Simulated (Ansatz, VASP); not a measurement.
TePb in VASP and in Ansatz

```
Pb Te
1.0
     4.64535    0.00000    0.00000
     0.00000    4.64535    0.00000
     0.00000    0.00000   24.85426
Pb Te
4 4
Direct
  0.00000 0.00000 0.31015
  0.50000 0.50000 0.42420
  0.00000 0.00000 0.57580
  0.50000 0.50000 0.68985
  0.50000 0.50000 0.29930
  0.00000 0.00000 0.43370
  0.50000 0.50000 0.56631
  0.00000 0.00000 0.70070
```

Alike in both runs: functional PBE; k mesh 6 × 6 × 1; occupations gaussian, width 0.05 eV; no spin polarisation.

Ansatz relaxed the structure, and its values are those at the end. VASP's run is a single point on that final structure, the one shown.

```csv
,VASP,Ansatz
version,VASP 6.6.1,Ansatz 0.2.0
potentials or method,"VASP PAW PBE potentials, release 64 (Pb_d, Te), cutoff 520 eV","scalar-relativistic, plane waves, PAW"
valence electrons in the cell,80,120
```

```tsv
	VASP	Ansatz	Ansatz less VASP
gap on the k mesh at the Fermi level (eV)	1.34	1.34	0.000
least direct gap on the mesh (eV)	1.34	1.34	0.000
rms of the force components (eV/Å)	0.005	0.004	-0.0007
```

VASP's potentials hold 80 valence electrons a cell and Ansatz's 120, so a difference there can come from the potentials and not from the codes. Ansatz's warnings: xc potential rough in thin density.

Spin-orbit coupling is off throughout.
